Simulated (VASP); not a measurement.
A run of VASP 6.6.1:

INCAR

```
ALGO     = Normal         # electronic algorithm
EDIFF    = 1E-6           # SCF threshold, eV
ENCUT    = 520            # plane-wave cutoff, eV
ISIF     = 2              # what is computed and relaxed
ISMEAR   = -1             # smearing method
LASPH    = T              # aspherical terms in the spheres
LCHARG   = T              # write CHGCAR
LELF     = T              # ELF
LREAL    = F              # projectors in reciprocal space
LVHAR    = T            
LWAVE    = F              # write WAVECAR
NBANDS   = 28             # bands
NELM     = 60             # most SCF steps
PREC     = Accurate       # precision mode
SIGMA    = 0.1            # smearing width, eV
```

File KPOINTS:

```
k-points
0
Gamma
  8 8 8
```

POSCAR

```
BaZrO3
1.0
    4.1473626851      0.0000000000      0.0000000000
    0.0000000000      4.1473626851      0.0000000000
    0.0000000000      0.0000000000      4.1473626851
Ba Zr O
1 1 3
Direct
    0.0000000000      0.0000000000      0.0000000000
    0.5000000000      0.5000000000      0.5000000000
    0.0000000000      0.5000000000      0.5000000000
    0.5000000000      0.0000000000      0.5000000000
    0.5000000000      0.5000000000      0.0000000000
```

Potentials or basis: VASP PAW LDA potentials, release 64 (Ba_sv, Zr_sv, O).

Run with:

```console
$ cat potpaw_LDA.64/Ba_sv/POTCAR potpaw_LDA.64/Zr_sv/POTCAR potpaw_LDA.64/O/POTCAR > POTCAR
$ mpirun -np 1 vasp_std > vasp.out
```

Hardware: 1 thread of Intel(R) Xeon(R) Platinum 8375C CPU @ 2.90GHz (Ice Lake) (shared host).

Q: How long does it take, and how much memory?

A: Run time: 31 s on 1 thread of Intel(R) Xeon(R) Platinum 8375C CPU @ 2.90GHz (Ice Lake), on a shared host, peak memory 0.2 GiB. Counts: scf iterations 14, k points 35.
